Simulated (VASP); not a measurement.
# BaTiO3 (R3m) in VASP: a series of runs, part 2 of 2

VASP 6.6.1. Earlier steps stand in the parts before.

## Step 4: Single point, PBE (atom 1 (Ba) moved -0.300 Å towards its neighbour atom 2 (Ti) at 3.434 Å)

Input file INCAR:

```
SYSTEM = BaTiO3
ALGO = Normal ; EDIFF = 1E-6
ENCUT = 520 ; GGA = PE
ISIF = 2 ; ISMEAR = 0
LASPH = .TRUE. ; LCHARG = .TRUE.
LELF = .TRUE. ; LREAL = .FALSE.
LVHAR = .TRUE. ; LWAVE = .FALSE.
NBANDS = 28 ; NELM = 60
PREC = Accurate ; SIGMA = 0.05
```

Input file KPOINTS:

```
k-points
0
G
  6 6 6
  0 0 0
```

Input file POSCAR:

```
BaTiO3
1.0
    2.8630706910      1.6529946342      2.3563003940
   -2.8630706910      1.6529946342      2.3563003940
    0.0000000000     -3.3059892684      2.3563003940
Ba Ti O
1 1 3
Direct
    0.0473939311      0.0473939311      0.0473939311
    0.5191875227      0.5191875227      0.5191875227
    0.4883938465      0.4883938465      0.9777702638
    0.4883938465      0.9777702638      0.4883938465
    0.9777702638      0.4883938465      0.4883938465
```

Potentials or basis: VASP PAW PBE potentials, release 64 (Ba_sv, Ti_sv, O).

On the command line:

```
$ cat potpaw_PBE.64/Ba_sv/POTCAR potpaw_PBE.64/Ti_sv/POTCAR potpaw_PBE.64/O/POTCAR > POTCAR
$ mpirun -np 1 vasp_std > vasp.out
```

OUTCAR:

```text
SYSTEM = BaTiO3
   EDIFF = 1E-6
   ENCUT = 520
   GGA = PE
   ISIF = 2
   ISMEAR = 0
   LASPH = .TRUE.
   LREAL = .FALSE.
   NELM = 60
   PREC = Accurate

 ion  position               nearest neighbor table
   1  0.047  0.047  0.047-   4 2.55   5 2.55   3 2.55   3 2.90   3 2.90   4 2.90   5 2.90   5 2.90
                             4 2.90   5 3.23   4 3.23   3 3.23   2 3.34   2 3.45   2 3.45   2 3.45
   2  0.519  0.519  0.519-   4 1.87   5 1.87   3 1.87   4 2.21   5 2.21   3 2.21   1 3.34   1 3.45
                             1 3.45   1 3.45   1 3.58   1 3.58   1 3.58   1 3.73
   3  0.488  0.488  0.978-   2 1.87   2 2.21   1 2.55   1 2.90   1 2.90   1 3.23
   4  0.488  0.978  0.488-   2 1.87   2 2.21   1 2.55   1 2.90   1 2.90   1 3.23
   5  0.978  0.488  0.488-   2 1.87   2 2.21   1 2.55   1 2.90   1 2.90   1 3.23

  LATTYP: Found a trigonal (rhomboedric) cell.
 ALAT       =     4.0597680462
 COS(alpha) =     0.0053009664

  Lattice vectors:

 A1 = (   2.8630706910,   1.6529946342,   2.3563003940)
 A2 = (  -2.8630706910,   1.6529946342,   2.3563003940)
 A3 = (   0.0000000000,  -3.3059892684,   2.3563003940)

[... 180 lines left out ...]
 E-fermi :   3.7402     XC(G=0): -10.9745

 val. band max:        3.3773900338   @ k =   0.5000   0.5000   0.5000
 cond. band min:       5.9553795694   @ k =   0.0000   0.0000   0.0000
 fundamental gap:      2.5779895357
 Fermi energy:         3.7401547146

 k-point     1 :       0.0000    0.0000    0.0000
  band No.  band energies     occupation
      1     -52.9523      2.00000
      2     -29.2095      2.00000
      3     -29.2043      2.00000
      4     -29.2043      2.00000
      5     -21.3466      2.00000
      6     -13.3548      2.00000
[... 733 lines left out ...]
     27      11.4080      0.00000
     28      12.0855      0.00000

 [... further k-points ...]

------------------------ aborting loop because EDIFF is reached ----------------------------------------

  FORCE on cell =-STRESS in cart. coord.  units (eV):
  Direction    XX          YY          ZZ          XY          YZ          ZX
  --------------------------------------------------------------------------------------
  -------------------------------------------------------------------------------------
  Total        1.4685160      1.4685160      3.3614590      0.0000000      0.0000000      0.0000000
  in kB       35.1644518     35.1644518     80.4920484      0.0000000      0.0000000      0.0000000
  external PRESSURE =      50.2736507 kB  Pullay stress =       0.0000000 kB

 VOLUME and BASIS-vectors are now :
 -----------------------------------------------------------------------------
  energy-cutoff  :      520.00
  volume of cell :       66.91
      direct lattice vectors                 reciprocal lattice vectors
     2.863070691  1.652994634  2.356300394     0.174637672  0.100827107  0.141464702
    -2.863070691  1.652994634  2.356300394    -0.174637672  0.100827107  0.141464702
     0.000000000 -3.305989268  2.356300394     0.000000000 -0.201654214  0.141464702

 POSITION                                       TOTAL-FORCE (eV/Angst)
 -----------------------------------------------------------------------------------
      0.00000      0.00000      0.33502         0.000000      0.000000     -2.272304
      0.00000      0.00000      3.67009         0.000000     -0.000000      0.885975
      0.00000     -1.61787      4.60553         0.000000      0.110683      0.462110
     -1.40112      0.80894      4.60553         0.095854     -0.055342      0.462110
      1.40112      0.80894      4.60553        -0.095854     -0.055342      0.462110
 -----------------------------------------------------------------------------------
    total drift:                               -0.000000     -0.000005      0.000464

  FREE ENERGIE OF THE ION-ELECTRON SYSTEM (eV)
  ---------------------------------------------------
  free  energy   TOTEN  =       -39.7405306807 eV

  energy  without entropy=      -39.7405306807  energy(sigma->0) =      -39.74053068
```

Run time: 2.1 min. Hardware: 1 thread of Intel Xeon 8259CL, shared host; peak memory 0.21 GiB.

Results:

| Item | Value |
| --- | --- |
| Free energy | -39.7405 eV |
| Pressure | 5.0 GPa |
| Largest force | 2.272 eV/Å |
| Band gap on the k mesh | 2.58 eV (least direct gap 3.11 eV) |

Forces in eV/Å, atoms in the order of the input:
```
Ba   0.000  0.000 -2.272
Ti   0.000  0.000  0.886
O    0.000  0.111  0.462
O    0.096 -0.055  0.462
O   -0.096 -0.055  0.462
```

Stress tensor (GPa, compression positive):
```
3.52 0.00 0.00
0.00 3.52 0.00
0.00 0.00 8.05
```

Caveat: the cell differs from its parent crystal (atom 1 (Ba) moved -0.300 Å towards its neighbour atom 2 (Ti) at 3.434 Å); the cell stands under pressure; spin-orbit coupling is left out, which moves the levels of the heavy elements; forces of over 1 eV/Å act on the atoms, so gaps and moduli don't describe the material at rest. A k mesh can miss the band edges.

## Step 5: Overview

| cell | gap on the mesh (eV) | pressure (GPa) | largest force (eV/Å) |
| --- | --- | --- | --- |
| as given, atomic positions A | 2.51 | 14.8 | 6.50 |
| as given, atomic positions B | 2.52 | 5.8 | 3.12 |
| as given, atomic positions C | 2.58 | 5.0 | 2.27 |

Alike in all rows: task single point; level PBE; potentials or basis VASP PAW PBE potentials, release 64 (Ba_sv, Ti_sv, O); no spin polarisation; k mesh 6 × 6 × 6; cutoff (eV) 520; smearing gaussian 0.05 eV.

Caveats: spin-orbit coupling is left out, which moves the levels of the heavy elements; forces of over 1 eV/Å act on the atoms, so gaps and moduli don't describe the material at rest; the stress differs along the axes, from 10 to 24 GPa (at least some runs); the stress differs along the axes, from 3 to 12 GPa (at least some runs); the cell stands under pressure (at least some runs).

Total energies depend on the potentials used, so only differences within one code and one set of settings carry meaning.
